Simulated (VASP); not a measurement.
GaW: single point with PBE

GaW:

```xyz
2
Lattice="1.1744 -2.7574 0.0000 1.1744 2.7574 0.0000 0.0000 0.0000 3.6494" Properties=species:S:1:pos:R:3 pbc="T T T"
Ga   -0.0196    0.0207    0.0234
W     0.0435   -0.0167    1.8029
```

| Quantity | Value |
| --- | --- |
| Program | VASP 6.6.1 |
| Task | single point |
| Functional | PBE |
| Potentials or basis | VASP PAW PBE potentials, release 64 (Ga_d, W_sv) |
| Cutoff | 520 eV |
| k mesh | 14 × 14 × 8 |
| Occupations | methfessel-paxton, width 0.05 eV |
| Spin | no spin polarisation |
| Dipole correction | no |
| Further INCAR settings | ALGO = Fast; EDIFF = 1e-06; NBANDS = 20 |

| Property | Result |
| --- | --- |
| Pressure | 268.4 GPa |
| Largest force | 9.040 eV/Å |
| Band gap on the k mesh | zero (an odd number of electrons rules out a gap without spin polarisation) |

Forces on the atoms (eV/Å):
```
Ga  -1.960  1.105 -8.755
W    1.960 -1.105  8.755
```

Stress tensor (GPa, compression positive):
```
117.07  -0.49   3.66
 -0.49  16.63  -2.19
  3.66  -2.19 671.58
```

Levels at points of the mesh, in eV from the Fermi level:
| k point | band 11 | band 12 | band 13 | band 14 | band 15 | band 16 |
| --- | --- | --- | --- | --- | --- | --- |
| (0.00, 0.00, 0.00) | -5.62 | -3.54 | 1.16 | 1.30 | 3.88 | 4.36 |
| (0.50, 0.00, 0.00) | -4.44 | -3.98 | -3.61 | 1.10 | 3.88 | 4.53 |
| (0.00, 0.50, 0.00) | -4.49 | -3.99 | -3.60 | 1.08 | 3.89 | 4.57 |
| (0.50, 0.50, 0.00) | -5.66 | -5.14 | -2.76 | 4.02 | 5.55 | 6.21 |
| (0.00, 0.00, 0.50) | -7.58 | -4.46 | -3.44 | -1.71 | 2.55 | 3.89 |
| (0.50, 0.00, 0.50) | -4.91 | -2.14 | -2.01 | -0.34 | 4.06 | 4.19 |
| (0.00, 0.50, 0.50) | -4.91 | -2.12 | -2.01 | -0.31 | 4.08 | 4.17 |
| (0.50, 0.50, 0.50) | -5.78 | -5.02 | -3.81 | 0.86 | 2.04 | 5.36 |

Wall time 13 min on 1 thread of Oxide Virtual Turin-like Processor (shared host), peak memory 0.43 GiB.

Caveat: atoms lie so close that the PAW spheres overlap strongly, which falsifies energies and pressures; the stress differs along the axes, from 17 to 672 GPa; spin-orbit coupling is left out, which moves the levels of the heavy elements; forces of over 1 eV/Å act on the atoms, so gaps and moduli don't describe the material at rest.
